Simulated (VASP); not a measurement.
Input of a VASP 6.6.1 run:

INCAR

```
SYSTEM = ZnSe
PREC = Accurate ; ENCUT = 500
EDIFF = 1E-6 ; ISMEAR = 0
SIGMA = 0.05 ; LREAL = .False.
LASPH = .True. ; NELM = 120
ALGO = Normal ; ISIF = 2
LWAVE = .False. ; LCHARG = .False.
GGA = PE ; NBANDS = 16
GGA_COMPAT = .False.
```

File KPOINTS:

```
Automatic mesh
0
Gamma
  6 6 6
  0 0 0
```

POSCAR

```
ZnSe
1.0
    0.0000000000      2.8980197584      2.8980197584
    2.8980197584      0.0000000000      2.8980197584
    2.8980197584      2.8980197584      0.0000000000
Zn Se
1 1
Direct
    0.0000000000      0.0000000000      0.0000000000
    0.2500000000      0.2500000000      0.2500000000
```

Potentials or basis: VASP PAW PBE potentials, release 64 (Zn, Se).

Launch:

```console
$ cat potpaw_PBE.64/Zn/POTCAR potpaw_PBE.64/Se/POTCAR > POTCAR
$ mpirun -np 1 vasp_std > vasp.out
```

(1) Estimate the band gap on the k mesh.

(2) Predict the pressure.

Answers

(1) 1.02 eV, direct.

(2) -1.5 GPa.
